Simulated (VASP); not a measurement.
# CsRh4 (Im-3m) in VASP: a series of runs

Runs on CsRh4. Level: PBE. Tasks: relaxation of cell and atoms, single point.

All numbers are computed with VASP 6.6.1; they aren't measurements. Logs are shortened: lines on timing, memory, paths and dates and some standing lists are left out, and cuts for length are marked.

**1. The cell of the first run**

Symmetry: Im-3m, No. 229, cubic system. Conventional cell: a = 5.877 Å, b = 5.877 Å, c = 5.877 Å, α = 90.00°, β = 90.00°, γ = 90.00°. Cs (site symmetry m-3m) has 8 Rh at 2.54 Å within 3.4 Å. Within 3.4 Å of Rh (site symmetry -3m) lie 2 Cs at 2.54 Å and 6 Rh at 2.94 Å.

**2. Relaxation of cell and atoms, PBE**

INCAR

```
  PREC = Accurate
  ENCUT = 600
  EDIFF = 1E-6
  ISMEAR = 0
  SIGMA = 0.1
  LREAL = False
  LASPH = True
  NELM = 100
  ALGO = Normal
  ISIF = 3
  LWAVE = False
  LCHARG = False
  GGA = PE
  IBRION = 2
  NSW = 100
  EDIFFG = -0.01
```

KPOINTS

```
Automatic mesh
0
Gamma
  10 10 10
```

POSCAR

```
CsRh4
1.0
   -2.9383416000      2.9383416000      2.9383416000
    2.9383416000     -2.9383416000      2.9383416000
    2.9383416000      2.9383416000     -2.9383416000
Cs Rh
1 4
Direct
    0.0000000000      0.0000000000      0.0000000000
    0.5000000000      0.5000000000      0.5000000000
    0.5000000000      0.0000000000      0.0000000000
    0.0000000000      0.0000000000      0.5000000000
    0.0000000000      0.5000000000      0.0000000000
```

Potentials or basis: VASP PAW PBE potentials, release 64 (Cs_sv, Rh_pv).

On the command line:

```
cat potpaw_PBE.64/Cs_sv/POTCAR potpaw_PBE.64/Rh_pv/POTCAR > POTCAR
mpirun -np 1 vasp_std > vasp.out
```

OUTCAR:

```text
PREC = Accurate
   ENCUT = 600
   EDIFF = 1E-6
   ISMEAR = 0
   LREAL = False
   LASPH = True
   NELM = 100
   ISIF = 3
   GGA = PE
   IBRION = 2
   NSW = 100
   EDIFFG = -0.01

 ion  position               nearest neighbor table
   1  0.000  0.000  0.000-   2 2.54   3 2.54   4 2.54   5 2.54   4 2.54   5 2.54   3 2.54   2 2.54

   2  0.500  0.500  0.500-   1 2.54   1 2.54   4 2.94   5 2.94   3 2.94   5 2.94   4 2.94   3 2.94

   3  0.500  0.000  0.000-   1 2.54   1 2.54   4 2.94   5 2.94   2 2.94   2 2.94   4 2.94   5 2.94

   4  0.000  0.000  0.500-   1 2.54   1 2.54   3 2.94   5 2.94   2 2.94   5 2.94   3 2.94   2 2.94

   5  0.000  0.500  0.000-   1 2.54   1 2.54   3 2.94   4 2.94   2 2.94   4 2.94   2 2.94   3 2.94

  LATTYP: Found a body centered cubic cell.
 ALAT       =     5.8766832000

  Lattice vectors:

 A1 = (  -2.9383416000,   2.9383416000,   2.9383416000)
 A2 = (   2.9383416000,  -2.9383416000,   2.9383416000)
 A3 = (   2.9383416000,   2.9383416000,  -2.9383416000)

Analysis of symmetry for initial positions (statically):
=====================================================================
 Subroutine PRICEL returns:
 Original cell was already a primitive cell.

 Routine SETGRP: Setting up the symmetry group for a
 body centered cubic supercell.

 Subroutine GETGRP returns: Found 48 space group operations
 (whereof 48 operations were pure point group operations)
 out of a pool of 48 trial point group operations.

The static configuration has the point symmetry O_h .

Analysis of symmetry for dynamics (positions and initial velocities):
=====================================================================
 Subroutine PRICEL returns:
 Original cell was already a primitive cell.

 Routine SETGRP: Setting up the symmetry group for a
 body centered cubic supercell.

 Subroutine GETGRP returns: Found 48 space group operations
 (whereof 48 operations were pure point group operations)
 out of a pool of 48 trial point group operations.

The dynamic configuration has the point symmetry O_h .

 Subroutine INISYM returns: Found 48 space group operations
 (whereof 48 operations are pure point group operations),
 and found     1 'primitive' translations

----------------------------------------------------------------------------------------

                                     Primitive cell

[... 98 lines left out ...]
   EDIFFG = -.1E-01   stopping-criterion for IOM
   NSW    =    100    number of steps for IOM
   IBRION =      2    ionic relax: 0-MD 1-quasi-New 2-CG
   NFREE  =      1    steps in history (QN), initial steepest desc. (CG)
   ISIF   =      3    stress and relaxation
   ISYM   =      2    0-nonsym 1-usesym 2-fastsym
   POTIM  = 0.5000    time-step for ionic-motion
   TEBEG  =    0.0;   TEEND  =   0.0 temperature during run
   PSTRESS=    0.0 pullay stress
   NELECT =      69.0000    total number of electrons
   NUPDOWN=      -1.0000    fix difference up-down
   EMIN   =  10.00;   EMAX   =-10.00  energy-range for DOS
   EFERMI =   0.00;   METHOD = LEGACY
   ISMEAR =     0;   SIGMA  =   0.10  broadening in eV -4-tet -1-fermi 0-gaus
   EFERMI_NEDOS =   21; number of points for ismear=-14 and -15
   IALGO  =     38    algorithm
   IMIX   =      4    mixing-type and parameters
     AMIX     =   0.40;   BMIX     =  1.00
     AMIX_MAG =   1.60;   BMIX_MAG =  1.00
  volume/ion in A,a.u.               =      20.30       136.96
  Fermi-wavevector in a.u.,A,eV,Ry     =   1.439579  2.720410 28.196556  2.072388
  Thomas-Fermi vector in A             =   2.558419
   LORBIT       =      0    0 simple, 1 ext, 2 COOP (PROOUT), +10 PAW based schemes
   GGA     = PE    functional components
   LHFCALC =     F    Hartree Fock is set to
   AEXX    =    0.0000 exact exchange contribution
   IVDW    =     0    specifies the selected vdW correction
   LEPSILON=     F    determine dielectric tensor
   LRPA    =     F    only Hartree local field effects (RPA)
 conjugate gradient relaxation of ions
 non-spin polarized calculation
 Gauss-broadening in eV      SIGMA  =   0.10
  energy-cutoff  :      600.00
  volume of cell :      101.48
 maximum number of plane-waves:      3412
 NGX is ok and might be reduce to    42
   NGX = 21   NGY = 21   NGZ = 21

--------------------------------------- Ionic step        1  -------------------------------------------

 number of electron      69.0000013 magnetization

 Free energy of the ion-electron system (eV)
  ---------------------------------------------------
  ext. energy  EPLUGINS =         0.00000000
  ---------------------------------------------------
  free energy    TOTEN  =       -19.83143222 eV

  energy without entropy =      -19.78479575  energy(sigma->0) =      -19.80811398

------------------------ aborting loop because EDIFF is reached ----------------------------------------

  FORCE on cell =-STRESS in cart. coord.  units (eV):
  Direction    XX          YY          ZZ          XY          YZ          ZX
  --------------------------------------------------------------------------------------
  -------------------------------------------------------------------------------------
  Total        1.7449227      1.7449227      1.7449227      0.0000000     -0.0000000     -0.0000000
  in kB       27.5498947     27.5498947     27.5498947      0.0000000     -0.0000000     -0.0000000
  external PRESSURE =      27.5498947 kB  Pullay stress =       0.0000000 kB
[... 65 lines left out ...]
--------------------------------------- Ionic step        3  -------------------------------------------

 number of electron      69.0000026 magnetization

 Free energy of the ion-electron system (eV)
  ---------------------------------------------------
  ext. energy  EPLUGINS =         0.00000000
  ---------------------------------------------------
  free energy    TOTEN  =       -19.85555171 eV

  energy without entropy =      -19.80708604  energy(sigma->0) =      -19.83131888

 E-fermi :   6.1088     XC(G=0): -11.3520

 val. band max:        6.1086807229   @ k =  -0.1000   0.1000   0.1000
 cond. band min:       6.1091856866   @ k =  -0.4000  -0.4000   0.2000
 fundamental gap:      0.0005049637
 Fermi energy:         6.1087774220

 k-point     1 :       0.0000    0.0000    0.0000
  band No.  band energies     occupation
      1     -39.7027      2.00000
      2     -39.7027      2.00000
      3     -39.7027      2.00000
      4     -39.5646      2.00000
      5     -39.3360      2.00000
      6     -39.3360      2.00000
[... 1045 lines left out ...]
     40      10.2728      0.00000
     41      11.4389      0.00000

 [... further k-points ...]
[... 5 lines left out ...]
  --------------------------------------------------------------------------------------
  -------------------------------------------------------------------------------------
  Total       -0.0034017     -0.0034017     -0.0034017      0.0000000      0.0000000      0.0000000
  in kB       -0.0522156     -0.0522156     -0.0522156      0.0000000      0.0000000      0.0000000
  external PRESSURE =      -0.0522156 kB  Pullay stress =       0.0000000 kB
[... 20 lines left out ...]
  FREE ENERGIE OF THE ION-ELECTRON SYSTEM (eV)
  ---------------------------------------------------
  free  energy   TOTEN  =       -19.8555517083 eV

  energy  without entropy=      -19.8070860445  energy(sigma->0) =      -19.83131888

 reached required accuracy - stopping structural energy minimisation
```

Run time: 5.3 min. Hardware: 1 thread of Intel Xeon 6975P-C (Granite Rapids), shared host; peak memory 0.38 GiB.

Results:

```yaml
Free_energy: -19.8556 eV
Relaxed_volume: 20.88 Å³/atom
Relaxed_cell: a = 5.137 Å, b = 5.137 Å, c = 5.137 Å, α = 109.47°, β = 109.47°, γ = 109.47°
Space_group_after_relaxing_to_0.05_Å: Im-3m (No. 229)
Energy_gained_by_relaxing: 4.8 meV/atom
Ionic_steps: 3
Pressure_after_relaxing: 0.0 GPa
```

Step by step:
| step | energy change (eV) | largest force (eV/Å) | pressure (GPa) | volume (Å³) |
| --- | --- | --- | --- | --- |
| 1 | 0.0000 | 0.0000 | 2.75 | 101.48 |
| 2 | -0.0102 | 0.0000 | -1.88 | 106.69 |
| 3 | -0.0241 | 0.0000 | -0.01 | 104.38 |

Final structure:
```
Cs Rh
1.0
    -2.96607    2.96607    2.96607
     2.96607   -2.96607    2.96607
     2.96607    2.96607   -2.96607
Cs Rh
1 4
Cartesian
  0.0000 0.0000 0.0000
  1.4830 1.4830 1.4830
  -1.4830 1.4830 1.4830
  1.4830 1.4830 -1.4830
  1.4830 -1.4830 1.4830
```

Caveat: spin-orbit coupling is left out, which moves the levels of the heavy elements.

**3. Single point, PBE**

INCAR

```
SYSTEM = CsRh4
PREC = Accurate
ENCUT = 520
EDIFF = 1E-6
ISMEAR = 0
SIGMA = 0.1
LREAL = .FALSE.
LASPH = .TRUE.
NELM = 100
ALGO = Normal
ISIF = 2
LWAVE = .FALSE.
LCHARG = .TRUE.
GGA = PE
LELF = .TRUE.
LVHAR = .TRUE.
NBANDS = 42
```

KPOINTS

```
Automatic mesh
0
G
  4 4 4
  0 0 0
```

POSCAR is that of step 2.

Potentials or basis: VASP PAW PBE potentials, release 64 (Cs_sv, Rh_pv).

On the command line:

```
cat potpaw_PBE.64/Cs_sv/POTCAR potpaw_PBE.64/Rh_pv/POTCAR > POTCAR
mpirun -np 1 vasp_std > vasp.out
```

It took 25 s on 1 thread of Intel Xeon 6975P-C (Granite Rapids), shared host; peak memory 0.24 GiB.

Results (log left out):

```yaml
Free_energy: -19.7943 eV
Pressure: 2.4 GPa
```

Levels at points of the mesh, in eV from the Fermi level:
```
           k point  band 30  band 31  band 32  band 33  band 34  band 35  band 36  band 37  band 38  band 39
(0.00, 0.00, 0.00)    -0.77    -0.57    -0.02    -0.02    -0.02     0.82     0.82     0.82     4.09     4.09
(0.50, 0.00, 0.00)    -1.23    -1.03    -0.65    -0.49    -0.33    -0.25    -0.09     0.62     3.09     3.15
(0.50, 0.50, 0.50)    -0.43    -0.43     0.19     0.19     0.92     0.92     1.11     1.11     1.11     4.13
```

Caveat: the k points lie up to 0.38 Å⁻¹ apart; spin-orbit coupling is left out, which moves the levels of the heavy elements.

**4. Single point, PBE**

INCAR

```
SYSTEM = CsRh4
PREC = Accurate
ENCUT = 530
EDIFF = 1E-6
ISMEAR = 0
SIGMA = 0.1
LREAL = .False.
LASPH = .True.
NELM = 120
ALGO = Normal
ISIF = 2
LWAVE = .False.
LCHARG = .True.
GGA = PE
LELF = .True.
LVHAR = .True.
NBANDS = 46
GGA_COMPAT = .False.
```

KPOINTS

```
regular mesh
0
Gamma
  4 4 4
  0 0 0
```

POSCAR is that of step 3.

Potentials or basis: VASP PAW PBE potentials, release 64 (Cs_sv, Rh_sv_GW).

On the command line:

```
cat potpaw_PBE.64/Cs_sv/POTCAR potpaw_PBE.64/Rh_sv_GW/POTCAR > POTCAR
mpirun -np 1 vasp_std > vasp.out
```

OUTCAR:

```text
SYSTEM = CsRh4
   PREC = Accurate
   ENCUT = 530
   EDIFF = 1E-6
   ISMEAR = 0
   LREAL = .False.
   LASPH = .True.
   NELM = 120
   ISIF = 2
   GGA = PE

 ion  position               nearest neighbor table
   1  0.000  0.000  0.000-   2 2.54   3 2.54   4 2.54   5 2.54   4 2.54   5 2.54   3 2.54   2 2.54

   2  0.500  0.500  0.500-   1 2.54   1 2.54
   3  0.500  0.000  0.000-   1 2.54   1 2.54
   4  0.000  0.000  0.500-   1 2.54   1 2.54
   5  0.000  0.500  0.000-   1 2.54   1 2.54

  LATTYP: Found a body centered cubic cell.
[... 575 lines left out ...]
  --------------------------------------------------------------------------------------
  -------------------------------------------------------------------------------------
  Total        0.5307403      0.5307403      0.5307403     -0.0000000     -0.0000000      0.0000000
  in kB        8.3796489      8.3796489      8.3796489     -0.0000000     -0.0000000      0.0000000
  external PRESSURE =       8.3796489 kB  Pullay stress =       0.0000000 kB

 VOLUME and BASIS-vectors are now :
 -----------------------------------------------------------------------------
  energy-cutoff  :      530.00
  volume of cell :      101.48
      direct lattice vectors                 reciprocal lattice vectors
    -2.938341600  2.938341600  2.938341600     0.000000000  0.170164014  0.170164014
     2.938341600 -2.938341600  2.938341600     0.170164014  0.000000000  0.170164014
     2.938341600  2.938341600 -2.938341600     0.170164014  0.170164014  0.000000000

 POSITION                                       TOTAL-FORCE (eV/Angst)
 -----------------------------------------------------------------------------------
      0.00000      0.00000      0.00000         0.000000     -0.000000      0.000000
      1.46917      1.46917      1.46917        -0.000000     -0.000000     -0.000000
     -1.46917      1.46917      1.46917        -0.000000     -0.000000     -0.000000
      1.46917      1.46917     -1.46917        -0.000000      0.000000      0.000000
      1.46917     -1.46917      1.46917         0.000000      0.000000     -0.000000
 -----------------------------------------------------------------------------------
    total drift:                                0.000000     -0.000000      0.000000

  FREE ENERGIE OF THE ION-ELECTRON SYSTEM (eV)
  ---------------------------------------------------
  free  energy   TOTEN  =       -16.3703651656 eV

  energy  without entropy=      -16.3353236953  energy(sigma->0) =      -16.35284443
```

OSZICAR:

```text
N       E                     dE             d eps       ncg     rms          rms(c)
DAV:   1     0.154779076978E+04    0.15478E+04   -0.46710E+04   784   0.191E+03
DAV:   2     0.154640975258E+03   -0.13931E+04   -0.13397E+04   742   0.111E+03
DAV:   3    -0.926258506305E+01   -0.16390E+03   -0.15575E+03  1232   0.294E+02
DAV:   4    -0.190464234433E+02   -0.97838E+01   -0.89043E+01  1208   0.836E+01
DAV:   5    -0.195374217267E+02   -0.49100E+00   -0.47654E+00  1240   0.155E+01    0.577E+01
DAV:   6    -0.167746959163E+02    0.27627E+01   -0.23479E+01  1080   0.445E+01    0.226E+01
DAV:   7    -0.164623844310E+02    0.31231E+00   -0.34623E+00  1096   0.213E+01    0.153E+01
DAV:   8    -0.163778104529E+02    0.84574E-01   -0.42695E-01  1064   0.537E+00    0.536E-01
DAV:   9    -0.163706449443E+02    0.71655E-02   -0.50238E-02  1200   0.133E+00    0.395E-01
DAV:  10    -0.163703598097E+02    0.28513E-03   -0.42833E-03  1024   0.598E-01    0.136E-01
DAV:  11    -0.163703868169E+02   -0.27007E-04   -0.30883E-04  1242   0.203E-01    0.641E-02
DAV:  12    -0.163703657697E+02    0.21047E-04   -0.79596E-05  1128   0.778E-02    0.988E-03
DAV:  13    -0.163703651656E+02    0.60407E-06   -0.37653E-06   698   0.188E-02
   1 F= -.16370365E+02 E0= -.16352844E+02  d E =-.350415E-01
```

It took 66 s on 1 thread of AMD EPYC 7R43 (Zen 3), shared host; peak memory 0.22 GiB.

Results:

```yaml
Free_energy: -16.3704 eV
Pressure: 0.8 GPa
```

Caveat: the k points lie up to 0.38 Å⁻¹ apart; spin-orbit coupling is left out, which moves the levels of the heavy elements.

**5. Overview**

```tsv
task	potentials or basis	cell	k mesh	cutoff (eV)	second run	gap on the mesh (eV)	pressure (GPa)
relaxation of cell and atoms	VASP PAW PBE potentials, release 64 (Cs_sv, Rh_pv)	relaxed	10 × 10 × 10	600	-	none	0.0
single point	VASP PAW PBE potentials, release 64 (Cs_sv, Rh_pv)	as given	4 × 4 × 4	520	-	none	2.4
single point	VASP PAW PBE potentials, release 64 (Cs_sv, Rh_sv_GW)	as given	4 × 4 × 4	530	valence_matched	none	0.8
```

Alike in all rows: level PBE; no spin polarisation; smearing gaussian 0.1 eV.

Caveats: some runs use coarse meshes; spin-orbit coupling is left out, which moves the levels of the heavy elements.

Absolute energies hang on the potentials; compare differences alone.
